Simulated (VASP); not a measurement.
# GeH4W16 in VASP: a series of runs

Runs on GeH4W16. Level: PBE+D3(BJ). Tasks: single point.

Program: VASP 6.6.1. These are calculated values, not measurements. Logs are shortened: lines on timing, memory, paths and dates and some standing lists are left out, and cuts for length are marked.

## Step 1: The cell of the first run

The cell holds a slab with vacuum, 21 atoms: a = 6.320 Å, b = 5.473 Å, c = 22.703 Å, α = 90.00°, β = 90.00°, γ = 54.74°.

## Step 2: Single point, PBE+D3(BJ)

File INCAR:

```
SYSTEM = GeH4W16
ALGO = Normal
EDIFF = 1E-6
ENCUT = 520
GGA = PE
ISIF = 2
ISMEAR = -1
IVDW = 12
LASPH = .True.
LCHARG = .False.
LREAL = Auto
LWAVE = .False.
NBANDS = 137
NELM = 100
PREC = Accurate
SIGMA = 0.05
```

File KPOINTS:

```
k-points
0
Gamma
  3 4 1
  0 0 0
```

File POSCAR:

```
GeH4W16
1.0
    6.3200000000      0.0000000000      0.0000000000
    3.1600000000      4.4689150000      0.0000000000
    0.0000000000      0.0000000000     22.7033720000
W Ge H
16 1 4
Direct
   -0.2500047551      0.5000095101      0.0440463205
    0.2499952449      0.5000095101      0.0440463205
   -0.2499983217      0.9999966435      0.0440463205
    0.2500016783      0.9999966435      0.0440463205
    0.0000000000      0.0000000000      0.1411023878
    0.5000000000      0.0000000000      0.1410979832
   -0.0000047551      0.5000095101      0.1410979832
    0.4999952449      0.5000095101      0.1410979832
   -0.2500047551      0.5000095101      0.2421094100
    0.2499952449      0.5000095101      0.2421138146
   -0.2499983217      0.9999966435      0.2421094100
    0.2500016783      0.9999966435      0.2421138146
    0.0000000000      0.0000000000      0.3381391980
    0.5000000000      0.0000000000      0.3381347934
    0.0000064333      0.4999871333      0.3381347934
    0.4999952449      0.5000095101      0.3381347934
    0.2596640078      0.2397226172      0.5689022758
    0.5386352788      0.0174762778      0.5465355543
    0.1543682709      0.5555039646      0.5460818772
    0.0880699252      0.1447778711      0.5458836687
    0.2579711063      0.2406400659      0.6366367075
```

Potentials or basis: VASP PAW PBE potentials, release 64 (W_sv, Ge_d, H).

Run with:

```sh
cat potpaw_PBE.64/W_sv/POTCAR potpaw_PBE.64/Ge_d/POTCAR potpaw_PBE.64/H/POTCAR > POTCAR
mpirun -np 1 vasp_std > vasp.out
```

OUTCAR:

```text
SYSTEM = GeH4W16
   EDIFF = 1E-6
   ENCUT = 520
   GGA = PE
   ISIF = 2
   ISMEAR = -1
   IVDW = 12
   LASPH = .True.
   LREAL = Auto
   NELM = 100
   PREC = Accurate
 IVDW          = 12

 ion  position               nearest neighbor table
   1  0.750  0.500  0.044-   7 2.71   8 2.71   4 2.74   3 2.74   3 2.74   4 2.74   6 3.14   5 3.14
                             2 3.16   2 3.16
   2  0.250  0.500  0.044-   7 2.71   8 2.71   3 2.74   4 2.74   4 2.74   3 2.74   6 3.14   5 3.14
                             1 3.16   1 3.16
   3  0.750  1.000  0.044-   6 2.71   5 2.71   2 2.74   1 2.74   1 2.74   2 2.74   7 3.14   8 3.14
                             4 3.16   4 3.16
   4  0.250  1.000  0.044-   6 2.71   5 2.71   1 2.74   2 2.74   2 2.74   1 2.74   8 3.14   7 3.14
                             3 3.16   3 3.16
   5  0.000  0.000  0.141-   3 2.71   4 2.71   8 2.74   7 2.74   7 2.74   8 2.74  11 2.78  12 2.78
                             2 3.14   1 3.14   6 3.16   6 3.16   9 3.20  10 3.20
   6  0.500  0.000  0.141-   4 2.71   3 2.71   7 2.74   8 2.74   8 2.74   7 2.74  11 2.78  12 2.78
                             1 3.14   2 3.14   5 3.16   5 3.16   9 3.20  10 3.20
   7  1.000  0.500  0.141-   1 2.71   2 2.71   6 2.74   5 2.74   6 2.74   5 2.74   9 2.78  10 2.78
                             3 3.14   4 3.14   8 3.16   8 3.16  11 3.20  12 3.20
   8  0.500  0.500  0.141-   1 2.71   2 2.71   6 2.74   5 2.74   6 2.74   5 2.74   9 2.78  10 2.78
                             4 3.14   3 3.14   7 3.16   7 3.16  12 3.20  11 3.20
   9  0.750  0.500  0.242-  16 2.69  15 2.69  11 2.74  12 2.74  11 2.74  12 2.74   8 2.78   7 2.78
                            14 3.12  13 3.12  10 3.16  10 3.16   5 3.20   6 3.20
  10  0.250  0.500  0.242-  16 2.69  15 2.69  12 2.74  11 2.74  12 2.74  11 2.74   8 2.78   7 2.78
                            14 3.12  13 3.12   9 3.16   9 3.16   5 3.20   6 3.20
  11  0.750  1.000  0.242-  14 2.69  13 2.69   9 2.74  10 2.74   9 2.74  10 2.74   5 2.78   6 2.78
                            15 3.12  16 3.12  12 3.16  12 3.16   7 3.20   8 3.20
  12  0.250  1.000  0.242-  14 2.69  13 2.69  10 2.74   9 2.74  10 2.74   9 2.74   5 2.78   6 2.78
                            16 3.12  15 3.12  11 3.16  11 3.16   8 3.20   7 3.20
  13  0.000  0.000  0.338-  12 2.69  11 2.69  15 2.74  16 2.74  16 2.74  15 2.74  10 3.12   9 3.12
                            14 3.16  14 3.16
  14  0.500  0.000  0.338-  12 2.69  11 2.69  15 2.74  16 2.74  16 2.74  15 2.74  10 3.12   9 3.12
                            13 3.16  13 3.16
  15  0.000  0.500  0.338-  10 2.69   9 2.69  14 2.74  13 2.74  14 2.74  13 2.74  12 3.12  11 3.12
                            16 3.16  16 3.16
  16  0.500  0.500  0.338-  10 2.69   9 2.69  14 2.74  13 2.74  14 2.74  13 2.74  12 3.12  11 3.12
                            15 3.16  15 3.16
  17  0.260  0.240  0.569-  21 1.54  18 1.54  20 1.54  19 1.54
  18  0.539  0.017  0.547-  17 1.54
  19  0.154  0.556  0.546-  17 1.54
  20  0.088  0.145  0.546-  17 1.54
  21  0.258  0.241  0.637-  17 1.54

  LATTYP: Found a base centered orthorhombic cell.
 ALAT       =     6.3200000000
 B/A-ratio  =     1.4142136076
 C/A-ratio  =     3.5923056962

  Lattice vectors:

 A1 = (   3.1600000000,  -4.4689150000,   0.0000000000)
 A2 = (   3.1600000000,   4.4689150000,   0.0000000000)
 A3 = (   0.0000000000,   0.0000000000,  22.7033720000)

Analysis of symmetry for initial positions (statically):
=====================================================================
 Subroutine PRICEL returns:
 Original cell was already a primitive cell.

 Routine SETGRP: Setting up the symmetry group for a
 base centered orthorhombic supercell.

 Subroutine GETGRP returns: Found  1 space group operations
 (whereof  1 operations were pure point group operations)
 out of a pool of  8 trial point group operations.

The static configuration has the point symmetry C_1 .

Analysis of symmetry for dynamics (positions and initial velocities):
=====================================================================
 Subroutine PRICEL returns:
 Original cell was already a primitive cell.

 Routine SETGRP: Setting up the symmetry group for a
 base centered orthorhombic supercell.

 Subroutine GETGRP returns: Found  1 space group operations
 (whereof  1 operations were pure point group operations)
 out of a pool of  8 trial point group operations.

The dynamic configuration has the point symmetry C_1 .

 Subroutine INISYM returns: Found  1 space group operations
 (whereof  1 operations are pure point group operations),
 and found     1 'primitive' translations

----------------------------------------------------------------------------------------

                                     Primitive cell

[... 68 lines left out ...]
     0.052742616 -0.037294660  0.000000000     0.333333333  0.000000000  0.000000000
     0.000000000  0.055941990  0.000000000     0.000000000  0.250000000  0.000000000
     0.000000000  0.000000000  0.044046321     0.000000000  0.000000000  1.000000000

  Length of vectors
     0.064596248  0.055941990  0.044046321

  Shift w.r.t. Gamma in fractional coordinates (k-lattice)
     0.000000000  0.000000000  0.000000000

 WARNING: IBZKPT: internal override: KBLOWUP is changed to .FALSE.
      ... skipping the blow-up phase ...

 Subroutine IBZKPT returns following result:
 ===========================================

 Found      7 irreducible k-points:

 Following reciprocal coordinates:
            Coordinates               Weight
  0.000000  0.000000  0.000000      1.000000
  0.333333  0.000000  0.000000      2.000000
  0.000000  0.250000  0.000000      2.000000
  0.333333  0.250000  0.000000      2.000000
 -0.333333  0.250000  0.000000      2.000000
  0.000000  0.500000  0.000000      1.000000
  0.333333  0.500000  0.000000      2.000000
   k-points           NKPTS =      7   k-points in BZ     NKDIM =      7   number of bands    NBANDS=    137
   number of dos      NEDOS =    301   number of ions     NIONS =     21
   total plane-waves  NPLWV = 362880
   dimension x,y,z NGX =    48 NGY =   42 NGZ =  180
   dimension x,y,z NGXF=    96 NGYF=   84 NGZF=  360
   ions per type =              16   1   4
   NGX,Y,Z   is equivalent  to a cutoff of  12.63, 12.76, 13.18 a.u.
   NGXF,Y,Z  is equivalent  to a cutoff of  25.25, 25.51, 26.36 a.u.
 SYSTEM =  GeH4W16
   PREC   = accura    normal or accurate (medium, high low for compatibility)
   ISTART =      0    job   : 0-new  1-cont  2-samecut
   ICHARG =      2    charge: 1-file 2-atom 10-const
   ISPIN  =      1    spin polarized calculation?
   LNONCOLLINEAR =      F non collinear calculations
   LSORBIT =      F    spin-orbit coupling
   LASPH  =      T    aspherical Exc in radial PAW
   ENCUT  =  520.0 eV  38.22 Ry    6.18 a.u.  11.75 10.18 42.21*2*pi/ulx,y,z
   NELM   =    100;   NELMIN=  2; NELMDL= -5     # of ELM steps
   EDIFF  = 0.1E-05   stopping-criterion for ELM
   LREAL  =      T    real-space projection
   EDIFFG = 0.1E-04   stopping-criterion for IOM
   NSW    =      0    number of steps for IOM
   IBRION =     -1    ionic relax: 0-MD 1-quasi-New 2-CG
   NFREE  =      0    steps in history (QN), initial steepest desc. (CG)
   ISIF   =      2    stress and relaxation
   ISYM   =      2    0-nonsym 1-usesym 2-fastsym
   POTIM  = 0.5000    time-step for ionic-motion
   TEBEG  =    0.0;   TEEND  =   0.0 temperature during run
   PSTRESS=    0.0 pullay stress
   NELECT =     242.0000    total number of electrons
   NUPDOWN=      -1.0000    fix difference up-down
   EMIN   =  10.00;   EMAX   =-10.00  energy-range for DOS
   EFERMI =   0.00;   METHOD = LEGACY
   ISMEAR =    -1;   SIGMA  =   0.05  broadening in eV -4-tet -1-fermi 0-gaus
   EFERMI_NEDOS =   21; number of points for ismear=-14 and -15
   IALGO  =     38    algorithm
   IMIX   =      4    mixing-type and parameters
     AMIX     =   0.40;   BMIX     =  1.00
     AMIX_MAG =   1.60;   BMIX_MAG =  1.00
  volume/ion in A,a.u.               =      30.53       206.06
  Fermi-wavevector in a.u.,A,eV,Ry     =   1.183069  2.235676 19.043428  1.399652
  Thomas-Fermi vector in A             =   2.319311
   LORBIT       =      0    0 simple, 1 ext, 2 COOP (PROOUT), +10 PAW based schemes
   GGA     = PE    functional components
   LHFCALC =     F    Hartree Fock is set to
   AEXX    =    0.0000 exact exchange contribution
   IVDW    =    12    specifies the selected vdW correction
   LEPSILON=     F    determine dielectric tensor
   LRPA    =     F    only Hartree local field effects (RPA)
 non-spin polarized calculation
  energy-cutoff  :      520.00
  volume of cell :      641.22
 maximum number of plane-waves:     17296
   NGX = 23   NGY = 21   NGZ = 85

 number of electron     242.0000017 magnetization

 Free energy of the ion-electron system (eV)
  ---------------------------------------------------
  ext. energy  EPLUGINS =         0.00000000
  ---------------------------------------------------
  free energy    TOTEN  =      -213.56786724 eV

  energy without entropy =     -213.48667801  energy(sigma->0) =     -213.52727262

 E-fermi :   2.1524     XC(G=0):  -7.2552

 val. band max:        2.1292035575   @ k =   0.3333   0.5000   0.0000
 cond. band min:       2.1738786848   @ k =   0.3333   0.2500   0.0000
 fundamental gap:      0.0446751273
 Fermi energy:         2.1523519010

 k-point     1 :       0.0000    0.0000    0.0000
  band No.  band energies     occupation
      1     -72.1057      2.00000
      2     -72.0535      2.00000
      3     -72.0050      2.00000
      4     -72.0050      2.00000
      5     -71.9957      2.00000
      6     -71.9957      2.00000
[... 941 lines left out ...]
    132       3.3484      0.00000
    133       3.4728      0.00000
 [bands above 133 left out]

------------------------ aborting loop because EDIFF is reached ----------------------------------------

 Edisp (eV)   -8.18208

 E8    (eV) :    -4.2864

  FORCE on cell =-STRESS in cart. coord.  units (eV):
  Direction    XX          YY          ZZ          XY          YZ          ZX
  --------------------------------------------------------------------------------------
  -------------------------------------------------------------------------------------
  Total     -21.22482   -15.44628    -4.79001     1.06744     0.00322    -0.00831
  in kB     -53.03285   -38.59447   -11.96844     2.66713     0.00803    -0.02077
  external pressure =      -34.53 kB  Pullay stress =        0.00 kB

 VOLUME and BASIS-vectors are now :
 -----------------------------------------------------------------------------
  energy-cutoff  :      520.00
  volume of cell :      641.22
      direct lattice vectors                 reciprocal lattice vectors
     6.320000000  0.000000000  0.000000000     0.158227848 -0.111883981  0.000000000
     3.160000000  4.468915000  0.000000000     0.000000000  0.223767962  0.000000000
     0.000000000  0.000000000 22.703372000     0.000000000  0.000000000  0.044046321

 POSITION                                       TOTAL-FORCE (eV/Angst)
 -----------------------------------------------------------------------------------
      6.32000      2.23450      1.00000        -0.000203     -0.000388      0.137749
      3.16000      2.23450      1.00000        -0.000230     -0.000315      0.137882
      7.90000      4.46890      1.00000         0.000335      0.000325      0.137843
      4.74000      4.46890      1.00000         0.000123      0.000488      0.137977
      0.00000      0.00000      3.20350         0.000280      0.000293      0.207759
      3.16000      0.00000      3.20340        -0.000035      0.000556      0.209329
[... 13 lines left out ...]
      1.01410      0.64700     12.39340         0.078221      0.025706      0.027319
      2.39080      1.07540     14.45380        -0.000237     -0.000833     -0.073823
 -----------------------------------------------------------------------------------
    total drift:                               -0.000277      0.000319      0.000885

  FREE ENERGIE OF THE ION-ELECTRON SYSTEM (eV)
  ---------------------------------------------------
  free  energy   TOTEN  =      -221.7499475440 eV

  energy  without entropy=     -221.6687583083  energy(sigma->0) =     -221.70935293
```

Wall time 37 min (1 thread of Intel Xeon Platinum 8259CL at 2.50GHz (Skylake/Cascade Lake), shared host); peak memory 0.95 GiB.

What came out:

| Quantity | Value |
| --- | --- |
| Free energy | -221.7499 eV |
| Largest force | 0.426 eV/Å |
| Band gap on the k mesh | zero (bands 121 and 122 overlap by 1.29 eV) |
| Dispersion energy per atom | -0.390 eV |

Forces on the atoms (eV/Å):
```
W    0.000  0.000  0.138
W    0.000  0.000  0.138
W    0.000  0.000  0.138
W    0.000  0.000  0.138
W    0.000  0.000  0.208
W    0.000  0.001  0.209
W    0.000 -0.001  0.209
W    0.000  0.000  0.209
W    0.000 -0.001 -0.425
W    0.000 -0.001 -0.426
W    0.000  0.001 -0.425
W    0.000  0.001 -0.426
W    0.001  0.000  0.105
W    0.001  0.000  0.103
W    0.000  0.000  0.103
W   -0.001 -0.001  0.102
Ge  -0.007  0.007 -0.103
H   -0.053  0.050  0.024
H   -0.019 -0.081  0.026
H    0.078  0.026  0.027
H    0.000 -0.001 -0.074
```

Levels at points of the mesh, in eV from the Fermi level:
| k point | band 117 | band 118 | band 119 | band 120 | band 121 | band 122 | band 123 | band 124 | band 125 | band 126 |
| --- | --- | --- | --- | --- | --- | --- | --- | --- | --- | --- |
| (0.00, 0.00, 0.00) | 0.54 | 0.60 | 0.66 | 0.66 | 0.67 | 0.67 | 0.68 | 0.98 | 1.17 | 1.66 |
| (0.00, 0.50, 0.00) | -0.96 | -0.92 | -0.92 | -0.77 | -0.77 | -0.63 | -0.63 | -0.38 | -0.38 | 0.05 |

Caveat: there is no dipole correction, which matters where the two faces differ; spin-orbit coupling is left out, which moves the levels of the heavy elements.

## Step 3: Single point, PBE+D3(BJ)

File INCAR:

```
SYSTEM = GeH4W16
PREC = Accurate
ENCUT = 520
EDIFF = 1E-7
ISMEAR = -1
SIGMA = 0.05
LREAL = Auto
LASPH = .TRUE.
NELM = 80
ALGO = Normal
ISIF = 2
LWAVE = .FALSE.
LCHARG = .FALSE.
GGA = PE
IVDW = 12
NBANDS = 137
```

File KPOINTS:

```
regular mesh
0
G
  3 4 1
  0 0 0
```

File POSCAR:

```
GeH4W16
1.0
    6.3200000000      0.0000000000      0.0000000000
    3.1600000000      4.4689150000      0.0000000000
    0.0000000000      0.0000000000     22.7033720000
W Ge H
16 1 4
Direct
   -0.2500047551      0.5000095101      0.0440463205
    0.2499952449      0.5000095101      0.0440463205
   -0.2499983217      0.9999966435      0.0440463205
    0.2500016783      0.9999966435      0.0440463205
    0.0000000000      0.0000000000      0.1405914505
    0.5000000000      0.0000000000      0.1405914505
   -0.0000047551      0.5000095101      0.1405870458
    0.4999952449      0.5000095101      0.1405870458
   -0.2499935667      0.4999871333      0.2412549114
    0.2499952449      0.5000095101      0.2412593160
   -0.2499983217      0.9999966435      0.2412549114
    0.2500016783      0.9999966435      0.2412593160
    0.0000316456      0.0000000000      0.3371481558
    0.5000316456      0.0000000000      0.3371349419
    0.0000110677      0.5000095101      0.3371305373
    0.4999794221      0.5000095101      0.3371217280
    0.2595578827      0.2397449940      0.5210679718
    0.5377873225      0.0142987727      0.4982519777
    0.1586578923      0.5536019369      0.4977674682
    0.0852306504      0.1496336359      0.4974503347
    0.2573161475      0.2403044139      0.5888993054
```

Potentials or basis: VASP PAW PBE potentials, release 64 (W_sv, Ge_d, H).

Run with:

```sh
cat potpaw_PBE.64/W_sv/POTCAR potpaw_PBE.64/Ge_d/POTCAR potpaw_PBE.64/H/POTCAR > POTCAR
mpirun -np 1 vasp_std > vasp.out
```

Run time: 64 min. Hardware: 1 thread of Oxide Virtual Turin-like, shared host; peak memory 0.92 GiB.

The run converged. Its results:

```
Free energy                : -221.9050 eV
Largest force              : 0.389 eV/Å
Band gap on the k mesh     : zero (bands 121 and 122 overlap by 1.30 eV)
Dispersion energy per atom : -0.397 eV
```

Forces on the atoms (eV/Å):
```
W    0.000 -0.001  0.012
W    0.000  0.000  0.012
W    0.000  0.001  0.010
W    0.000  0.000  0.010
W    0.001  0.000  0.259
W    0.000  0.000  0.260
W    0.000 -0.001  0.259
W   -0.002 -0.001  0.259
W   -0.002  0.002 -0.383
W    0.000 -0.001 -0.389
W    0.002 -0.001 -0.385
W   -0.002  0.001 -0.389
W    0.006 -0.001  0.159
W    0.007 -0.003  0.168
W    0.006  0.001  0.157
W   -0.002  0.001  0.139
Ge  -0.013 -0.002 -0.156
H   -0.057  0.052  0.012
H   -0.021 -0.070  0.028
H    0.066  0.024  0.030
H    0.008 -0.003 -0.072
```

Levels at points of the mesh, in eV from the Fermi level:
```
           k point  band 117  band 118  band 119  band 120  band 121  band 122  band 123  band 124  band 125  band 126
(0.00, 0.00, 0.00)      0.57      0.60      0.64      0.65      0.66      0.66      0.66      0.99      1.17      1.66
(0.00, 0.50, 0.00)     -0.98     -0.92     -0.92     -0.77     -0.77     -0.65     -0.64     -0.37     -0.37      0.05
```

Caveat: there is no dipole correction, which matters where the two faces differ; spin-orbit coupling is left out, which moves the levels of the heavy elements.

The gap in the log of VASP goes by the Fermi energy; the results here count the filled bands.